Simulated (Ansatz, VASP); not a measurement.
One calculation of Ti3O4, two programs

```
Ti O
1.0
     2.91282   -4.03035    0.00000
     2.91282    4.03035    0.00000
     0.00000    0.00000    2.96903
Ti O
3 4
Direct
  0.00000 0.00000 0.50000
  0.50000 0.00000 0.00000
  0.00000 0.50000 0.00000
  0.76278 0.76278 0.00000
  0.25888 0.74112 0.50000
  0.23722 0.23722 0.00000
  0.74112 0.25888 0.50000
```

Alike in both runs: functional PBEsol; k mesh 8 × 8 × 12; occupations gaussian, width 0.1 eV; no spin polarisation.

Ansatz relaxed the structure, and its values are those at the end. VASP's run is a single point on that final structure, the one shown.

|  | VASP | Ansatz |
| --- | --- | --- |
| version | VASP 6.6.1 | Ansatz 0.2.0 |
| potentials or method | VASP PAW PBE potentials, release 64 (Ti_sv, O), cutoff 520 eV | scalar-relativistic, plane waves, PAW |
| valence electrons in the cell | 60 | 60 |

|  | VASP | Ansatz | Ansatz less VASP |
| --- | --- | --- | --- |
| gap on the k mesh at the Fermi level (eV) | none | none | - |
| pressure (GPa) | 0.7 | 0.0 | -0.71 |
| rms of the force components (eV/Å) | 0.012 | 0.000 | -0.0116 |

VASP's potentials were made for PBE, not for PBEsol. A gap of «none» marks a metal or a gap that the smearing closes.
